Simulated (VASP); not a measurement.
# AgO (I-4m2) in VASP: notebook

Runs on AgO. Level: PBEsol. Tasks: single point.

Everything below comes from runs of VASP 6.6.1. Logs are shortened: lines on timing, memory, paths and dates and some standing lists are left out, and cuts for length are marked.

**1. The cell of the first run**

It takes space group I-4m2 (No. 119, tetragonal). Conventional cell: a = 3.576 Å, b = 3.576 Å, c = 4.696 Å, α = 90.00°, β = 90.00°, γ = 90.00°. Ag (site symmetry -4m2) has 4 O at 2.14 Å within 2.8 Å. Within 2.8 Å of O (site symmetry -4m2) lie 4 Ag at 2.14 Å.

**2. Single point, PBEsol (strain +0.050 along x and y, -0.025 along z)**

Input file INCAR:

```
SYSTEM = AgO
ALGO = Normal
EDIFF = 1E-6
ENCUT = 520
GGA = PS
ISIF = 2
ISMEAR = 0
LASPH = .True.
LCHARG = .True.
LELF = .True.
LREAL = .False.
LVHAR = .True.
LWAVE = .False.
NBANDS = 16
NELM = 80
PREC = Accurate
SIGMA = 0.15
```

Input file KPOINTS:

```
k-points
0
Gamma
  18 18 18
  0 0 0
```

Input file POSCAR:

```
AgO
1.0
    0.0000000000      2.5284000000      2.3478000000
    2.5284000000      0.0000000000      2.3478000000
    2.5284000000      2.5284000000      0.0000000000
Ag O
1 1
Direct
    0.0000000000      0.0000000000      0.0000000000
    0.7500000000      0.7500000000      0.7500000000
```

Potentials or basis: VASP PAW PBE potentials, release 64 (Ag, O).

The run is started by

```
cat potpaw_PBE.64/Ag/POTCAR potpaw_PBE.64/O/POTCAR > POTCAR
mpirun -np 1 vasp_std > vasp.out
```

OUTCAR:

```text
SYSTEM = AgO
   EDIFF = 1E-6
   ENCUT = 520
   GGA = PS
   ISIF = 2
   ISMEAR = 0
   LASPH = .True.
   LREAL = .False.
   NELM = 80
   PREC = Accurate

 ion  position               nearest neighbor table
   1  0.000  0.000  0.000-   2 2.14   2 2.14   2 2.14   2 2.14
   2  0.750  0.750  0.750-   1 2.14   1 2.14   1 2.14   1 2.14

  LATTYP: Found a body centered tetragonal cell.
 ALAT       =     3.5756975711
 C/A-ratio  =     1.3131983079

  Lattice vectors:

 A1 = (   0.0000000000,  -2.5284000000,  -2.3478000000)
 A2 = (   0.0000000000,   2.5284000000,  -2.3478000000)
 A3 = (   2.5284000000,   0.0000000000,   2.3478000000)

Analysis of symmetry for initial positions (statically):
=====================================================================
 Subroutine PRICEL returns:
 Original cell was already a primitive cell.

 Routine SETGRP: Setting up the symmetry group for a
 body centered tetragonal supercell.

 Subroutine GETGRP returns: Found  8 space group operations
 (whereof  8 operations were pure point group operations)
 out of a pool of 16 trial point group operations.

The static configuration has the point symmetry D_2d.

Analysis of symmetry for dynamics (positions and initial velocities):
=====================================================================
 Subroutine PRICEL returns:
 Original cell was already a primitive cell.

 Routine SETGRP: Setting up the symmetry group for a
 body centered tetragonal supercell.

 Subroutine GETGRP returns: Found  8 space group operations
 (whereof  8 operations were pure point group operations)
 out of a pool of 16 trial point group operations.

The dynamic configuration has the point symmetry D_2d.

 Subroutine INISYM returns: Found  8 space group operations
 (whereof  8 operations are pure point group operations),
 and found     1 'primitive' translations

----------------------------------------------------------------------------------------

                                     Primitive cell

  volume of cell :      30.0181

  direct lattice vectors                    reciprocal lattice vectors
     0.000000000  2.528400000  2.347800000    -0.197753520  0.197753520  0.212965329
     2.528400000  0.000000000  2.347800000     0.197753520 -0.197753520  0.212965329
     2.528400000  2.528400000  0.000000000     0.197753520  0.197753520 -0.212965329

  length of vectors
     3.450358155  3.450358155  3.575697571     0.351521181  0.351521181  0.351521181

  position of ions in fractional coordinates (direct lattice)
     0.000000000  0.000000000  0.000000000
[... 80 lines left out ...]
   EDIFFG = 0.1E-04   stopping-criterion for IOM
   NSW    =      0    number of steps for IOM
   IBRION =     -1    ionic relax: 0-MD 1-quasi-New 2-CG
   NFREE  =      0    steps in history (QN), initial steepest desc. (CG)
   ISIF   =      2    stress and relaxation
   ISYM   =      2    0-nonsym 1-usesym 2-fastsym
   POTIM  = 0.5000    time-step for ionic-motion
   TEBEG  =    0.0;   TEEND  =   0.0 temperature during run
   PSTRESS=    0.0 pullay stress
   NELECT =      17.0000    total number of electrons
   NUPDOWN=      -1.0000    fix difference up-down
   EMIN   =  10.00;   EMAX   =-10.00  energy-range for DOS
   EFERMI =   0.00;   METHOD = LEGACY
   ISMEAR =     0;   SIGMA  =   0.15  broadening in eV -4-tet -1-fermi 0-gaus
   EFERMI_NEDOS =   21; number of points for ismear=-14 and -15
   IALGO  =     38    algorithm
   IMIX   =      4    mixing-type and parameters
     AMIX     =   0.40;   BMIX     =  1.00
     AMIX_MAG =   1.60;   BMIX_MAG =  1.00
  volume/ion in A,a.u.               =      15.01       101.29
  Fermi-wavevector in a.u.,A,eV,Ry     =   1.354452  2.559543 24.960431  1.834540
  Thomas-Fermi vector in A             =   2.481622
   LORBIT       =      0    0 simple, 1 ext, 2 COOP (PROOUT), +10 PAW based schemes
   GGA     = PS    functional components
   LHFCALC =     F    Hartree Fock is set to
   AEXX    =    0.0000 exact exchange contribution
   IVDW    =     0    specifies the selected vdW correction
   LEPSILON=     F    determine dielectric tensor
   LRPA    =     F    only Hartree local field effects (RPA)
 non-spin polarized calculation
 Gauss-broadening in eV      SIGMA  =   0.15
  energy-cutoff  :      520.00
  volume of cell :       30.02
 maximum number of plane-waves:       830
 NGX is ok and might be reduce to    28
   NGX = 13   NGY = 13   NGZ = 13

 number of electron      17.0000005 magnetization

 Free energy of the ion-electron system (eV)
  ---------------------------------------------------
  ext. energy  EPLUGINS =         0.00000000
  ---------------------------------------------------
  free energy    TOTEN  =        -8.09390572 eV

  energy without entropy =       -8.06757538  energy(sigma->0) =       -8.08074055

 E-fermi :   3.8838     XC(G=0): -10.8861

 val. band max:        3.8817866567   @ k =  -0.1111   0.2778   0.1667
 cond. band min:       3.8868610484   @ k =   0.2778   0.0000   0.1667
 fundamental gap:      0.0050743918
 Fermi energy:         3.8837958439

 k-point     1 :       0.0000    0.0000    0.0000
  band No.  band energies     occupation
      1     -13.9612      2.00000
      2      -1.6441      2.00000
      3      -1.6441      2.00000
      4      -1.5445      2.00000
      5       0.7447      2.00000
      6       0.9455      2.00000
[... 433 lines left out ...]
      3      -1.4689      2.00000
      4      -1.2935      2.00000
      5       0.7298      2.00000
      6       0.9213      2.00000
[... 8 lines left out ...]
     15      21.2857      0.00000
     16      23.7181      0.00000

 [... further k-points ...]

------------------------ aborting loop because EDIFF is reached ----------------------------------------

  FORCE on cell =-STRESS in cart. coord.  units (eV):
  Direction    XX          YY          ZZ          XY          YZ          ZX
  --------------------------------------------------------------------------------------
  -------------------------------------------------------------------------------------
  Total        0.1570296      0.1570296      0.0083801      0.0000000      0.0000000      0.0000000
  in kB        8.3812651      8.3812651      0.4472791      0.0000000      0.0000000      0.0000000
  external PRESSURE =       5.7366031 kB  Pullay stress =       0.0000000 kB

 VOLUME and BASIS-vectors are now :
 -----------------------------------------------------------------------------
  energy-cutoff  :      520.00
  volume of cell :       30.02
      direct lattice vectors                 reciprocal lattice vectors
     0.000000000  2.528400000  2.347800000    -0.197753520  0.197753520  0.212965329
     2.528400000  0.000000000  2.347800000     0.197753520 -0.197753520  0.212965329
     2.528400000  2.528400000  0.000000000     0.197753520  0.197753520 -0.212965329

 POSITION                                       TOTAL-FORCE (eV/Angst)
 -----------------------------------------------------------------------------------
      0.00000      0.00000      0.00000         0.000000      0.000000     -0.000000
      3.79260      3.79260      3.52170        -0.000000     -0.000000      0.000000
 -----------------------------------------------------------------------------------
    total drift:                               -0.000000     -0.000000     -0.000001

  FREE ENERGIE OF THE ION-ELECTRON SYSTEM (eV)
  ---------------------------------------------------
  free  energy   TOTEN  =        -8.0939057233 eV

  energy  without entropy=       -8.0675753786  energy(sigma->0) =       -8.08074055
```

OSZICAR:

```text
N       E                     dE             d eps       ncg     rms          rms(c)
DAV:   1     0.881930257115E+02    0.88193E+02   -0.83281E+03 15632   0.971E+02
DAV:   2    -0.754240443225E+01   -0.95735E+02   -0.87534E+02 18328   0.237E+02
DAV:   3    -0.100392395897E+02   -0.24968E+01   -0.24867E+01 18488   0.401E+01
DAV:   4    -0.100495332510E+02   -0.10294E-01   -0.10293E-01 19808   0.272E+00
DAV:   5    -0.100496186595E+02   -0.85409E-04   -0.85409E-04 19200   0.246E-01    0.128E+01
DAV:   6    -0.857170904188E+01    0.14779E+01   -0.82582E+00 17272   0.369E+01    0.114E+01
DAV:   7    -0.810974270273E+01    0.46197E+00   -0.14529E+00 16144   0.157E+01    0.622E+00
DAV:   8    -0.810487569735E+01    0.48670E-02   -0.31106E-01 16624   0.447E+00    0.892E-01
DAV:   9    -0.809448778280E+01    0.10388E-01   -0.15017E-02 18864   0.126E+00    0.298E-01
DAV:  10    -0.809392731608E+01    0.56047E-03   -0.37565E-03 16816   0.520E-01    0.111E-01
DAV:  11    -0.809392593765E+01    0.13784E-05   -0.30465E-04 19000   0.204E-01    0.653E-02
DAV:  12    -0.809390593106E+01    0.20007E-04   -0.70153E-05 17776   0.118E-01    0.772E-03
DAV:  13    -0.809390572328E+01    0.20777E-06   -0.32608E-06 18080   0.162E-02
   1 F= -.80939057E+01 E0= -.80807406E+01  d E =-.263303E-01
```

stdout:

```text
POSCAR found type information on POSCAR AgO
 POSCAR found :  2 types and       2 ions
 scaLAPACK will be used
 -----------------------------------------------------------------------------
|                                                                             |
|                                                                             |
|     You enforced a specific xc type in the INCAR file but a different       |
|     I HOPE YOU KNOW WHAT YOU ARE DOING!                                     |
|                                                                             |
 -----------------------------------------------------------------------------

 LDA part: xc-table for (Slater+PW92), standard interpolation
 POSCAR, INCAR and KPOINTS ok, starting setup
 FFT: planning ... GRIDC
 FFT: planning ... GRID_SOFT
 FFT: planning ... GRID
 WAVECAR not read
 entering main loop
```

Run time: 6 min. Hardware: 1 thread of Intel Xeon 8259CL, shared host; peak memory 0.35 GiB.

What came out:

```yaml
Free_energy: -8.0939 eV
Pressure: 0.6 GPa
Band_gap_on_the_k_mesh: zero (an odd number of electrons rules out a gap without spin polarisation)
```

Caveat: the cell differs from its parent crystal (strain +0.050 along x and y, -0.025 along z); the PAW data sets were made with another functional, which shifts forces and pressure a little; an odd number of electrons without spin polarisation forces a metal; a magnetic or distorted state may lie lower.

**3. Single point, PBEsol (strain +0.050 along x and y, +0.000 along z)**

Input file INCAR:

```
SYSTEM = AgO
ALGO = Normal ; EDIFF = 1E-7
ENCUT = 520 ; GGA = PS
ISIF = 2 ; ISMEAR = 0
LASPH = .True. ; LCHARG = .False.
LREAL = .False. ; LWAVE = .False.
NBANDS = 16 ; NELM = 100
PREC = Accurate ; SIGMA = 0.15
```

KPOINTS is that of step 2.

Input file POSCAR:

```
AgO
1.0
    0.0000000000      2.5284000000      2.4080000000
    2.5284000000      0.0000000000      2.4080000000
    2.5284000000      2.5284000000      0.0000000000
Ag O
1 1
Direct
    0.0000000000      0.0000000000      0.0000000000
    0.7500000000      0.7500000000      0.7500000000
```

Potentials or basis: VASP PAW PBE potentials, release 64 (Ag, O).

The run is started by

```
cat potpaw_PBE.64/Ag/POTCAR potpaw_PBE.64/O/POTCAR > POTCAR
mpirun -np 1 vasp_std > vasp.out
```

It took 6 min on 1 thread of Intel Xeon 8259CL, shared host; peak memory 0.35 GiB.

The run converged. Its results:

```
Free energy            : -8.0899 eV
Pressure               : -1.9 GPa
Band gap on the k mesh : zero (an odd number of electrons rules out a gap without spin polarisation)
```

Stress tensor (GPa, compression positive):
```
-1.78  0.00  0.00
 0.00 -1.78  0.00
 0.00  0.00 -2.07
```

Levels at points of the mesh, in eV from the Fermi level:
```
           k point  band 5  band 6  band 7  band 8  band 9  band 10  band 11  band 12  band 13  band 14
(0.00, 0.00, 0.00)   -3.02   -2.90    0.32    0.75    0.75     0.86    13.59    13.59    13.62    18.25
(0.50, 0.00, 0.00)   -2.83   -2.77   -2.61   -0.05   -0.01     5.26     6.73    13.08    13.82    15.63
(0.50, 0.50, 0.00)   -3.03   -2.66   -1.56   -1.28   -1.28     5.91     8.87    10.91    12.67    12.67
(0.50, 0.00, 0.50)   -3.15   -2.67   -1.78   -1.38   -1.14     5.87     8.27    11.39    12.83    13.43
```

Caveat: the cell differs from its parent crystal (strain +0.050 along x and y, +0.000 along z); the PAW data sets were made with another functional, which shifts forces and pressure a little; an odd number of electrons without spin polarisation forces a metal; a magnetic or distorted state may lie lower.
